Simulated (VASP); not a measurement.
Runs of VASP 6.6.1 on SiO2. Symmetry: P6_422, No. 181, hexagonal system. Conventional cell: a = 5.061 Å, b = 5.061 Å, c = 5.541 Å, α = 90.00°, β = 90.00°, γ = 120.00°. Within 2.1 Å of Si (site symmetry 222) lie 4 O at 1.61 Å. Within 2.1 Å of O (site symmetry 2) lie 2 Si at 1.61 Å. 

| task | level | cell | k mesh | cutoff (eV) | grid for exact exchange (PRECFOCK) | share of exact exchange | gap on the mesh (eV) | pressure (GPa) | relaxed volume (Å³/atom) | largest force (eV/Å) |
| --- | --- | --- | --- | --- | --- | --- | --- | --- | --- | --- |
| relaxation of cell and atoms | r2SCAN | relaxed | 6 × 6 × 5 | 660 | - | - | 6.30 | 0.1 | 13.64 | 0.01 |
| single point | PBE0 | as given | 4 × 4 × 4 | 520 | Fast | 0.25 | (c) | (b) | - | 0.04 |
| relaxation of cell and atoms | r2SCAN+rVV10 | relaxed | 6 × 6 × 5 | 660 | - | - | (a) | 0.0 | 13.58 | - |
| relaxation of cell and atoms | r2SCAN+D3(BJ) | relaxed | 6 × 6 × 5 | 660 | - | - | 6.32 | 0.0 | 13.57 | - |

Alike in all rows: potentials or basis VASP PAW PBE potentials, release 64 (Si, O); no spin polarisation; smearing fermi-dirac 0.05 eV.

Problem. Fill in the values left out.

Solution. (a) 6.19; (b) -0.1; (c) 8.28.

Caveats: the PAW data sets were made with another functional, which shifts forces and pressure a little.

A k mesh can miss the band edges.
